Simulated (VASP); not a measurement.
# HfSiO4 (I4_1/amd) in VASP: single point with r2SCAN+rVV10

Aim: the single point of HfSiO4 with r2SCAN+rVV10.

All numbers are computed with VASP 6.6.1; they aren't measurements. Logs are shortened: lines on timing, memory, paths and dates and some standing lists are left out, and cuts for length are marked.

**1. The cell of the first run**

The structure is tetragonal, space group I4_1/amd (No. 141). Conventional cell: a = 6.565 Å, b = 6.565 Å, c = 5.966 Å, α = 90.00°, β = 90.00°, γ = 90.00°. Within 2.8 Å of Hf (site symmetry -4m2) lie 8 O at 2.11 to 2.26 Å. Within 2.2 Å of Si (site symmetry -4m2) lie 4 O at 1.62 Å. O (site symmetry m) has 1 Si at 1.62 Å and 2 Hf at 2.11 to 2.26 Å within 2.3 Å.

**2. Single point, r2SCAN+rVV10**

The input, POSCAR:

```
HfSiO4
1.0
   -3.2826787061      3.2826787061      2.9827562837
    3.2826787061     -3.2826787061      2.9827562837
    3.2826787061      3.2826787061     -2.9827562837
Hf Si O
2 2 8
Direct
    0.0000000000      0.0000000000      0.0000000000
    0.7500000000      0.2500000000      0.5000000000
    0.2500000000      0.7500000000      0.5000000000
    0.5000000000      0.5000000000      0.0000000000
    0.1349576410      0.3198705390      0.8150871020
    0.0698705390      0.7547834370      0.6849128980
    0.0698705390      0.3849576410      0.3150871020
    0.5047834370      0.3198705390      0.1849128980
    0.6801294610      0.4952165630      0.8150871020
    0.6150423590      0.9301294610      0.6849128980
    0.2452165630      0.9301294610      0.3150871020
    0.6801294610      0.8650423590      0.1849128980
```

The input, INCAR.step1:

```
SYSTEM = HfSiO4
PREC = Accurate ; ENCUT = 520
ISMEAR = -1 ; SIGMA = 0.03
LREAL = .False. ; LASPH = .True.
NELM = 100 ; NBANDS = 50
GGA = PE ; ALGO = Normal
EDIFF = 1E-4 ; LWAVE = .True.
LCHARG = .False.
```

The input, INCAR.step2:

```
SYSTEM = HfSiO4
PREC = Accurate ; ENCUT = 520
EDIFF = 1E-6 ; ISMEAR = -1
SIGMA = 0.03 ; LREAL = .False.
LASPH = .True. ; NELM = 100
ALGO = Normal ; ISIF = 2
LWAVE = .False. ; LCHARG = .False.
METAGGA = R2SCAN ; LMIXTAU = .True.
LUSE_VDW = .True. ; IVDW_NL = 2
BPARAM = 11.95 ; CPARAM = 0.0093
NBANDS = 50 ; ISTART = 1
```

The input, KPOINTS:

```
regular mesh
0
Gamma
  6 6 6
  0 0 0
```

Potentials or basis: VASP PAW PBE potentials, release 64 (Hf_pv, Si, O).

The run is started by

```console
cat potpaw_PBE.64/Hf_pv/POTCAR potpaw_PBE.64/Si/POTCAR potpaw_PBE.64/O/POTCAR > POTCAR
cp INCAR.step1 INCAR
mpirun -np 1 vasp_std > vasp.out
cp INCAR.step2 INCAR
mpirun -np 1 vasp_std > vasp.out
```

OUTCAR:

```text
SYSTEM = HfSiO4
   PREC = Accurate
   ENCUT = 520
   EDIFF = 1E-6
   ISMEAR = -1
   LREAL = .False.
   LASPH = .True.
   NELM = 100
   ISIF = 2
   METAGGA = R2SCAN
   IVDW_NL = 2
   BPARAM = 11.95
   ISTART = 1

 ion  position               nearest neighbor table
   1  0.000  0.000  0.000-   7 2.11  10 2.11   6 2.11  11 2.11   5 2.26  12 2.26   8 2.26   9 2.26
                             4 2.98   4 2.98   2 3.61   2 3.61   2 3.61   2 3.61
   2  0.750  0.250  0.500-   5 2.11  12 2.11   9 2.11   8 2.11  10 2.26   7 2.26   6 2.26  11 2.26
                             3 2.98   3 2.98   1 3.61   1 3.61   1 3.61   1 3.61
   3  0.250  0.750  0.500-   6 1.62   7 1.62  10 1.62  11 1.62   2 2.98   2 2.98
   4  0.500  0.500  0.000-   5 1.62   8 1.62   9 1.62  12 1.62   1 2.98   1 2.98
   5  0.135  0.320  0.815-   4 1.62   2 2.11   1 2.26
   6  0.070  0.755  0.685-   3 1.62   1 2.11   2 2.26
   7  0.070  0.385  0.315-   3 1.62   1 2.11   2 2.26
   8  0.505  0.320  0.185-   4 1.62   2 2.11   1 2.26
   9  0.680  0.495  0.815-   4 1.62   2 2.11   1 2.26
  10  0.615  0.930  0.685-   3 1.62   1 2.11   2 2.26
  11  0.245  0.930  0.315-   3 1.62   1 2.11   2 2.26
  12  0.680  0.865  0.185-   4 1.62   2 2.11   1 2.26

  LATTYP: Found a body centered tetragonal cell.
 ALAT       =     6.5653574122
 C/A-ratio  =     0.9086348530

  Lattice vectors:

 A1 = (  -3.2826787061,   3.2826787061,   2.9827562837)
 A2 = (   3.2826787061,  -3.2826787061,   2.9827562837)
 A3 = (   3.2826787061,   3.2826787061,  -2.9827562837)

Analysis of symmetry for initial positions (statically):
=====================================================================
 Subroutine PRICEL returns:
 Original cell was already a primitive cell.

 Routine SETGRP: Setting up the symmetry group for a
 body centered tetragonal supercell.

 Subroutine GETGRP returns: Found 16 space group operations
 (whereof  8 operations were pure point group operations)
 out of a pool of 16 trial point group operations.

The static configuration has the point symmetry D_2d.
 The point group associated with its full space group is D_4h.

Analysis of symmetry for dynamics (positions and initial velocities):
=====================================================================
 Subroutine PRICEL returns:
 Original cell was already a primitive cell.

 Routine SETGRP: Setting up the symmetry group for a
 body centered tetragonal supercell.

 Subroutine GETGRP returns: Found 16 space group operations
 (whereof  8 operations were pure point group operations)
 out of a pool of 16 trial point group operations.

The dynamic configuration has the point symmetry D_2d.
 The point group associated with its full space group is D_4h.

 Subroutine INISYM returns: Found 16 space group operations
 (whereof  8 operations are pure point group operations),
 and found     1 'primitive' translations

----------------------------------------------------------------------------------------

                                     Primitive cell

  volume of cell :     128.5685

  direct lattice vectors                    reciprocal lattice vectors
    -3.282678706  3.282678706  2.982756284     0.000000000  0.152314632  0.167630189
     3.282678706 -3.282678706  2.982756284     0.152314632  0.000000000  0.167630189
     3.282678706  3.282678706 -2.982756284     0.152314632  0.152314632  0.000000000

  length of vectors
     5.518042590  5.518042590  5.518042590     0.226494211  0.226494211  0.215405419

  position of ions in fractional coordinates (direct lattice)
     0.000000000  0.000000000  0.000000000
     0.750000000  0.250000000  0.500000000
     0.250000000  0.750000000  0.500000000
     0.500000000  0.500000000  0.000000000
     0.134957641  0.319870539  0.815087102
     0.069870539  0.754783437  0.684912898
     0.069870539  0.384957641  0.315087102
     0.504783437  0.319870539  0.184912898
     0.680129461  0.495216563  0.815087102
     0.615042359  0.930129461  0.684912898
     0.245216563  0.930129461  0.315087102
     0.680129461  0.865042359  0.184912898

  ion indices of the primitive-cell ions
   primitive index   ion index
                 1           1
                 2           2
                 3           3
                 4           4
                 5           5
                 6           6
                 7           7
                 8           8
                 9           9
                10          10
                11          11
                12          12

----------------------------------------------------------------------------------------

 KPOINTS: regular mesh

Automatic generation of k-mesh.
 Grid dimensions read from file:
 generate k-points for:    6    6    6

 Generating k-lattice:

  Cartesian coordinates                     Fractional coordinates (reciprocal lattice)
     0.000000000  0.025385772  0.027938365     0.166666667  0.000000000 -0.000000000
     0.025385772  0.000000000  0.027938365     0.000000000  0.166666667 -0.000000000
     0.025385772  0.025385772  0.000000000     0.000000000  0.000000000  0.166666667

  Length of vectors
     0.037749035  0.037749035  0.035900903

  Shift w.r.t. Gamma in fractional coordinates (k-lattice)
     0.000000000  0.000000000  0.000000000

 Subroutine IBZKPT returns following result:
 ===========================================

 Found     30 irreducible k-points:

 Following reciprocal coordinates:
            Coordinates               Weight
  0.000000  0.000000  0.000000      1.000000
  0.166667  0.000000 -0.000000      8.000000
  0.333333  0.000000  0.000000      8.000000
  0.500000  0.000000  0.000000      4.000000
  0.166667  0.166667  0.000000      8.000000
  0.333333  0.166667  0.000000     16.000000
[... 16 lines left out ...]
 -0.333333 -0.333333  0.166667      8.000000
 -0.166667 -0.333333  0.166667      8.000000
 [... further k-points ...]
   k-points           NKPTS =     30   k-points in BZ     NKDIM =     30   number of bands    NBANDS=     50
   number of dos      NEDOS =    301   number of ions     NIONS =     12
   total plane-waves  NPLWV =  74088
   dimension x,y,z NGX =    42 NGY =   42 NGZ =   42
   dimension x,y,z NGXF=    84 NGYF=   84 NGZF=   84
   ions per type =               2   2   8
   NGX,Y,Z   is equivalent  to a cutoff of  12.65, 12.65, 12.65 a.u.
   NGXF,Y,Z  is equivalent  to a cutoff of  25.31, 25.31, 25.31 a.u.
 SYSTEM =  HfSiO4
   PREC   = accura    normal or accurate (medium, high low for compatibility)
   ISTART =      1    job   : 0-new  1-cont  2-samecut
   ICHARG =      0    charge: 1-file 2-atom 10-const
   ISPIN  =      1    spin polarized calculation?
   LNONCOLLINEAR =      F non collinear calculations
   LSORBIT =      F    spin-orbit coupling
   LASPH  =      T    aspherical Exc in radial PAW
   ENCUT  =  520.0 eV  38.22 Ry    6.18 a.u.  10.26 10.26 10.26*2*pi/ulx,y,z
   NELM   =    100;   NELMIN=  2; NELMDL=  0     # of ELM steps
   EDIFF  = 0.1E-05   stopping-criterion for ELM
   LREAL  =      F    real-space projection
   EDIFFG = 0.1E-04   stopping-criterion for IOM
   NSW    =      0    number of steps for IOM
   IBRION =     -1    ionic relax: 0-MD 1-quasi-New 2-CG
   NFREE  =      0    steps in history (QN), initial steepest desc. (CG)
   ISIF   =      2    stress and relaxation
   ISYM   =      2    0-nonsym 1-usesym 2-fastsym
   POTIM  = 0.5000    time-step for ionic-motion
   TEBEG  =    0.0;   TEEND  =   0.0 temperature during run
   PSTRESS=    0.0 pullay stress
   NELECT =      76.0000    total number of electrons
   NUPDOWN=      -1.0000    fix difference up-down
   EMIN   =  10.00;   EMAX   =-10.00  energy-range for DOS
   EFERMI =   0.00;   METHOD = LEGACY
   ISMEAR =    -1;   SIGMA  =   0.03  broadening in eV -4-tet -1-fermi 0-gaus
   EFERMI_NEDOS =   21; number of points for ismear=-14 and -15
   IALGO  =     38    algorithm
   IMIX   =      4    mixing-type and parameters
     AMIX     =   0.40;   BMIX     =  1.00
     AMIX_MAG =   1.60;   BMIX_MAG =  1.00
  volume/ion in A,a.u.               =      10.71        72.30
  Fermi-wavevector in a.u.,A,eV,Ry     =   1.373940  2.596371 25.683880  1.887712
  Thomas-Fermi vector in A             =   2.499412
   LORBIT       =      0    0 simple, 1 ext, 2 COOP (PROOUT), +10 PAW based schemes
   METAGGA = R2SCAN    functional components
   LHFCALC =     F    Hartree Fock is set to
   AEXX    =    0.0000 exact exchange contribution
   IVDW_NL    =     2    kernel type
   BPARAM     =11.9500
   IVDW    =     0    specifies the selected vdW correction
   LEPSILON=     F    determine dielectric tensor
   LRPA    =     F    only Hartree local field effects (RPA)
 non-spin polarized calculation
  energy-cutoff  :      520.00
  volume of cell :      128.57
 maximum number of plane-waves:      3482
 NGX is ok and might be reduce to    42
   NGX = 21   NGY = 21   NGZ = 21

 number of electron      75.9999999 magnetization

 Free energy of the ion-electron system (eV)
  ---------------------------------------------------
  ext. energy  EPLUGINS =         0.00000000
  ---------------------------------------------------
  free energy    TOTEN  =      -195.78589998 eV

  energy without entropy =     -195.78589998  energy(sigma->0) =     -195.78589998

 E-fermi :   3.5506     XC(G=0): -11.8033

 val. band max:        2.8919231884   @ k =   0.0000   0.0000   0.0000
 cond. band min:       8.8749298002   @ k =   0.3333   0.3333   0.1667
 fundamental gap:      5.9830066117
 Fermi energy:         3.5505772323

 k-point     1 :       0.0000    0.0000    0.0000
  band No.  band energies     occupation
      1     -27.3357      2.00000
      2     -27.3357      2.00000
      3     -27.2726      2.00000
      4     -27.2533      2.00000
      5     -27.1485      2.00000
      6     -27.1485      2.00000
[... 42 lines left out ...]
     49      12.8785      0.00000
     50      13.5085      0.00000
[... 1217 lines left out ...]
     49      12.4435      0.00000
     50      13.3390      0.00000

 [... further k-points ...]
[... 5 lines left out ...]
  --------------------------------------------------------------------------------------
  -------------------------------------------------------------------------------------
  Total       -1.4682850     -1.4682850     -0.8729998      0.0000000      0.0000000      0.0000000
  in kB      -18.2972756    -18.2972756    -10.8790304      0.0000000      0.0000000      0.0000000
  external PRESSURE =     -15.8245272 kB  Pullay stress =       0.0000000 kB

 VOLUME and BASIS-vectors are now :
 -----------------------------------------------------------------------------
  energy-cutoff  :      520.00
  volume of cell :      128.57
      direct lattice vectors                 reciprocal lattice vectors
    -3.282678706  3.282678706  2.982756284     0.000000000  0.152314632  0.167630189
     3.282678706 -3.282678706  2.982756284     0.152314632  0.000000000  0.167630189
     3.282678706  3.282678706 -2.982756284     0.152314632  0.152314632  0.000000000

 POSITION                                       TOTAL-FORCE (eV/Angst)
 -----------------------------------------------------------------------------------
      0.00000      0.00000      0.00000         0.000000     -0.000000      0.000000
      0.00000      3.28268      1.49138         0.000000     -0.000000      0.000000
      3.28268      0.00000      1.49138         0.000000     -0.000000      0.000000
      0.00000      0.00000      2.98276         0.000000     -0.000000      0.000000
      3.28268      2.06866     -1.07456         0.000000     -0.159299     -0.151461
      4.49670      0.00000      0.41681         0.159299     -0.000000     -0.151461
      2.06866      0.00000      0.41681        -0.159299     -0.000000     -0.151461
     -0.00000      1.21402      1.90819         0.000000      0.159299     -0.151461
      2.06866      3.28268      1.07456        -0.159299     -0.000000      0.151461
      3.28268      1.21402      2.56594         0.000000      0.159299      0.151461
      3.28268     -1.21402      2.56594         0.000000     -0.159299      0.151461
      1.21402      0.00000      4.05732         0.159299     -0.000000      0.151461
 -----------------------------------------------------------------------------------
    total drift:                                0.000000      0.000000     -0.000000

  FREE ENERGIE OF THE ION-ELECTRON SYSTEM (eV)
  ---------------------------------------------------
  free  energy   TOTEN  =      -195.7858999819 eV

  energy  without entropy=     -195.7858999819  energy(sigma->0) =     -195.78589998
```

Run time: 11 min. Hardware: 1 thread of Intel Xeon Platinum 8488C (Sapphire Rapids), shared host; peak memory 0.64 GiB.

Results:

```yaml
Free_energy: -195.7859 eV
Pressure: -1.6 GPa
Largest_force: 0.220 eV/Å
Band_gap_on_the_k_mesh: 5.98 eV (least direct gap 6.36 eV)
```

Forces in eV/Å, atoms in the order of the input:
```
Hf   0.000  0.000  0.000
Hf   0.000  0.000  0.000
Si   0.000  0.000  0.000
Si   0.000  0.000  0.000
O    0.000 -0.159 -0.151
O    0.159  0.000 -0.151
O   -0.159  0.000 -0.151
O    0.000  0.159 -0.151
O   -0.159  0.000  0.151
O    0.000  0.159  0.151
O    0.000 -0.159  0.151
O    0.159  0.000  0.151
```

Stress tensor (GPa, compression positive):
```
-1.83  0.00  0.00
 0.00 -1.83  0.00
 0.00  0.00 -1.09
```

Levels at points of the mesh, in eV from the valence-band top:
| k point | band 34 | band 35 | band 36 | band 37 | band 38 | band 39 | band 40 | band 41 | band 42 | band 43 |
| --- | --- | --- | --- | --- | --- | --- | --- | --- | --- | --- |
| (0.00, 0.00, 0.00) | -0.69 | -0.60 | -0.60 | -0.58 | 0.00 | 6.36 | 6.63 | 6.80 | 6.80 | 6.92 |
| (0.50, 0.00, 0.00) | -1.17 | -0.95 | -0.86 | -0.28 | -0.19 | 6.25 | 6.39 | 7.16 | 7.32 | 7.45 |
| (0.50, 0.50, 0.00) | -1.02 | -0.95 | -0.95 | -0.62 | -0.62 | 5.99 | 5.99 | 7.11 | 7.11 | 7.13 |
| (0.50, 0.50, 0.50) | -1.40 | -1.14 | -1.14 | -0.90 | -0.90 | 6.83 | 6.83 | 7.25 | 7.25 | 7.33 |

Caveat: the PAW data sets were made with another functional, which shifts forces and pressure a little; spin-orbit coupling is left out, which moves the levels of the heavy elements. A k mesh can miss the band edges.
